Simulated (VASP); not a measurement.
# S (I4/mmm) in VASP: further runs, part 2 of 2

VASP 6.6.1. The steps go on from the part before.

### 6 Relaxation of cell and atoms, PBE

This run uses another cell than the first one, of 18.90 Å³/atom.

The input, INCAR:

```
SYSTEM = S
  PREC = Accurate
  ENCUT = 600
  EDIFF = 1E-7
  ISMEAR = 0
  SIGMA = 0.1
  LREAL = .False.
  LASPH = .True.
  NELM = 100
  ALGO = Normal
  ISIF = 3
  LWAVE = .False.
  LCHARG = .False.
  GGA = PE
  IBRION = 2
  NSW = 100
  EDIFFG = -0.01
```

The input, KPOINTS:

```
regular mesh
0
Gamma
  14 14 14
  0 0 0
```

The input, POSCAR:

```
S
1.0
   -2.4693542781      2.4693542781      2.3251551481
    2.4693542781     -2.4693542781      2.3251551481
    2.4693542781      2.4693542781     -2.3251551481
S
3
Direct
    0.7500000000      0.2500000000      0.5000000000
    0.2500000000      0.7500000000      0.5000000000
    0.5000000000      0.5000000000      0.0000000000
```

Potentials or basis: VASP PAW PBE potentials, release 64 (S).

Launch:

```bash
cat potpaw_PBE.64/S/POTCAR > POTCAR
mpirun -np 1 vasp_std > vasp.out
```

OUTCAR:

```text
SYSTEM = S
   PREC = Accurate
   ENCUT = 600
   EDIFF = 1E-7
   ISMEAR = 0
   LREAL = .False.
   LASPH = .True.
   NELM = 100
   ISIF = 3
   GGA = PE
   IBRION = 2
   NSW = 100
   EDIFFG = -0.01

 ion  position               nearest neighbor table
   1  0.750  0.250  0.500-   2 2.33   2 2.33   3 2.73   3 2.73   3 2.73   3 2.73
   2  0.250  0.750  0.500-   1 2.33   1 2.33   3 2.73   3 2.73   3 2.73   3 2.73
   3  0.500  0.500  0.000-   2 2.73   1 2.73   1 2.73   2 2.73   1 2.73   2 2.73   2 2.73   1 2.73

  LATTYP: Found a body centered tetragonal cell.
 ALAT       =     4.9387085562
 C/A-ratio  =     0.9416045193

  Lattice vectors:

 A1 = (  -2.4693542781,   2.4693542781,   2.3251551481)
 A2 = (   2.4693542781,  -2.4693542781,   2.3251551481)
 A3 = (   2.4693542781,   2.4693542781,  -2.3251551481)

[... 348 lines left out ...]
      4      -1.7714      2.00000
      5       0.5332      2.00000
      6       0.5332      2.00000
      7       3.2826      2.00000
      8       3.8954      2.00000
      9       3.8954      2.00000
     10       5.4164      1.30494
     11       5.4164      1.30494
     12       9.4618      0.00000
     13      11.0901      0.00000
[... 354 lines left out ...]
  band No.  band energies     occupation
      1      -9.7447      2.00000
      2      -7.7353      2.00000
      3      -6.2651      2.00000
      4       0.3969      2.00000
      5       0.8811      2.00000
      6       1.5453      2.00000
      7       2.8998      2.00000
      8       3.3693      2.00000
      9       4.5204      2.00000
     10       5.9299      0.00000
     11       6.2259      0.00000
     12       7.2452      0.00000
     13      12.1615      0.00000

 [... further k-points ...]

------------------------ aborting loop because EDIFF is reached ----------------------------------------

  FORCE on cell =-STRESS in cart. coord.  units (eV):
  Direction    XX          YY          ZZ          XY          YZ          ZX
  --------------------------------------------------------------------------------------
  -------------------------------------------------------------------------------------
  Total       -0.0018541     -0.0018541      0.0272321      0.0000000     -0.0000000      0.0000000
  in kB       -0.0519048     -0.0519048      0.7623697      0.0000000     -0.0000000      0.0000000
  external PRESSURE =       0.2195200 kB  Pullay stress =       0.0000000 kB
[... 18 lines left out ...]
  FREE ENERGIE OF THE ION-ELECTRON SYSTEM (eV)
  ---------------------------------------------------
  free  energy   TOTEN  =        -9.6112927256 eV

  energy  without entropy=       -9.6002076895  energy(sigma->0) =       -9.60575021

 reached required accuracy - stopping structural energy minimisation
```

OSZICAR:

```text
N       E                     dE             d eps       ncg     rms          rms(c)
DAV:   1     0.969821855748E+02    0.96982E+02   -0.89167E+03  6344   0.136E+03
DAV:   2    -0.343842571335E+01   -0.10042E+03   -0.96523E+02  8726   0.209E+02
DAV:   3    -0.949702933501E+01   -0.60586E+01   -0.59591E+01  7952   0.576E+01
[... 46 lines left out ...]
DAV:   3    -0.961129005762E+01    0.57460E-04   -0.15222E-04  6684   0.750E-02    0.242E-02
DAV:   4    -0.961129044887E+01   -0.39126E-06   -0.51474E-06  7962   0.167E-02    0.148E-02
DAV:   5    -0.961129208390E+01   -0.16350E-05   -0.39145E-07  7165   0.509E-03    0.421E-03
DAV:   6    -0.961129266154E+01   -0.57765E-06   -0.73350E-08  3897   0.222E-03    0.577E-04
DAV:   7    -0.961129272558E+01   -0.64033E-07   -0.11542E-08  3512   0.952E-04
   5 F= -.96112927E+01 E0= -.96057502E+01  d E =-.130925E-02
```

CONTCAR:

```text
S
   1.00000000000000
    -2.5065507911162586    2.5065507911162586    2.2772660582593449
     2.5065507911162586   -2.5065507911162586    2.2772660582593449
     2.5065507911162586    2.5065507911162586   -2.2772660582593449
  S
     3
Direct
     0.7500000000000000    0.2500000000000000    0.5000000000000000
     0.2500000000000000    0.7500000000000000    0.5000000000000000
     0.5000000000000000    0.5000000000000000    0.0000000000000000

  0.00000000E+00  0.00000000E+00  0.00000000E+00
  0.00000000E+00  0.00000000E+00  0.00000000E+00
  0.00000000E+00  0.00000000E+00  0.00000000E+00
```

Run time: 16 min. Hardware: 1 thread of Intel Xeon 8259CL, shared host; peak memory 0.32 GiB.

Results:

| Item | Value |
| --- | --- |
| Free energy | -9.6113 eV |
| Relaxed volume | 19.08 Å³/atom |
| Relaxed cell | a = 4.213 Å, b = 4.213 Å, c = 4.213 Å, α = 106.99°, β = 106.99°, γ = 114.56° |
| Space group after relaxing (to 0.1 Å) | I4/mmm (No. 139) |
| Energy gained by relaxing | 4.1 meV/atom |
| Ionic steps | 5 |
| Pressure after relaxing | 0.0 GPa |
| Band gap on the k mesh | zero (bands 9 and 10 overlap by 2.14 eV) |

Stress tensor (GPa, compression positive):
```
-0.01  0.00  0.00
 0.00 -0.01  0.00
 0.00  0.00  0.08
```

Step by step:
| step | energy change (eV) | largest force (eV/Å) | pressure (GPa) | volume (Å³) |
| --- | --- | --- | --- | --- |
| 1 | 0.0000 | 0.0000 | -0.05 | 56.71 |
| 2 | -0.0084 | 0.0000 | 0.27 | 56.66 |
| 3 | -0.0111 | 0.0000 | 0.67 | 56.59 |
| 4 | -0.0124 | 0.0000 | -0.09 | 57.34 |
| 5 | -0.0124 | 0.0000 | 0.02 | 57.23 |

Final structure:
```cif
data_structure
_symmetry_space_group_name_H-M 'P 1'
_symmetry_Int_Tables_number 1
_cell_length_a 4.2133
_cell_length_b 4.2133
_cell_length_c 4.2133
_cell_angle_alpha 106.986
_cell_angle_beta 106.986
_cell_angle_gamma 114.565
_cell_volume 57.23
loop_
_atom_site_label
_atom_site_type_symbol
_atom_site_fract_x
_atom_site_fract_y
_atom_site_fract_z
_atom_site_occupancy
S1 S 0.75000 0.25000 0.50000 1
S2 S 0.25000 0.75000 0.50000 1
S3 S 0.50000 0.50000 0.00000 1
```

Levels at points of the mesh, in eV from the Fermi level:
```
           k point  band 5  band 6  band 7  band 8  band 9  band 10  band 11  band 12  band 13
(0.00, 0.00, 0.00)   -4.91   -4.91   -2.16   -1.55   -1.55    -0.03    -0.03     4.02     5.65
(0.50, 0.00, 0.00)   -4.52   -3.08   -2.24   -2.00   -0.91    -0.49     0.57     2.43     8.19
(0.50, 0.50, 0.00)   -4.11   -3.62   -3.10   -1.79   -1.45     0.57     2.13     4.34     6.63
(0.50, 0.50, 0.50)   -7.01   -7.01   -1.17    0.15    0.15     1.67     1.67     5.98     6.86
```

### 7 Overview

```tsv
task	cell	k mesh	cutoff (eV)	gap on the mesh (eV)	pressure (GPa)	relaxed volume (Å³/atom)
single point	a = 4.004 Å, angles 108.1, 108.1, 112.3°, 3 atoms	6 × 6 × 6	520	none	11.7	-
single point	a = 4.195 Å, angles 107.9, 107.9, 112.7°, 3 atoms	6 × 6 × 6	520	none	-0.1	-
relaxation of cell and atoms	relaxed from a = 4.004 Å, angles 108.1, 108.1, 112.3°, 3 atoms	6 × 6 × 6	600	none	0.0	18.87
single point	a = 4.215 Å, angles 107.0, 107.0, 114.5°, 3 atoms	14 × 14 × 14	520	none	-0.2	-
relaxation of cell and atoms	relaxed from a = 4.195 Å, angles 107.9, 107.9, 112.7°, 3 atoms	14 × 14 × 14	600	none	0.0	19.08
```

Alike in all rows: level PBE; potentials or basis VASP PAW PBE potentials, release 64 (S); no spin polarisation; smearing gaussian 0.1 eV.

Caveats: the cell stands under pressure (at least some runs).

Total energies depend on the potentials used, so only differences within one code and one set of settings carry meaning.
